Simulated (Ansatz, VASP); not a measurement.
# CdS: VASP beside Ansatz

```xyz
4
Lattice="4.3038 0.0000 0.0000 -2.1519 3.7272 0.0000 0.0000 0.0000 19.0000" Properties=species:S:1:pos:R:3 pbc="T T T"
Cd    0.0000    2.4848    7.6100
Cd    0.0000    2.4848   11.3900
S     0.0000    0.0000    7.4192
S     2.1519    1.2424   11.5808
```

Alike in both runs: task single point; functional PBE; dispersion D3(BJ); k mesh 6 × 6 × 1; occupations gaussian, width 0.1 eV; no spin polarisation.

|  | VASP | Ansatz |
| --- | --- | --- |
| version | VASP 6.6.1 | Ansatz 0.2.0 |
| potentials or method | VASP PAW PBE potentials, release 64 (Cd, S), cutoff 520 eV | scalar-relativistic, plane waves, PAW |
| valence electrons in the cell | 36 | 52 |

```csv
,VASP,Ansatz,Ansatz less VASP
gap on the k mesh at the Fermi level (eV),1.30,1.30,-0.002
least direct gap on the mesh (eV),1.30,1.30,-0.002
rms of the force components (eV/Å),0.051,0.056,+0.0051
```

Atom by atom the forces differ by 0.006 eV/Å (rms over components). VASP's potentials hold 36 valence electrons a cell and Ansatz's 52, so a difference there can come from the potentials and not from the codes. Ansatz's warnings: slab cell height set, structure snapped to symmetry.
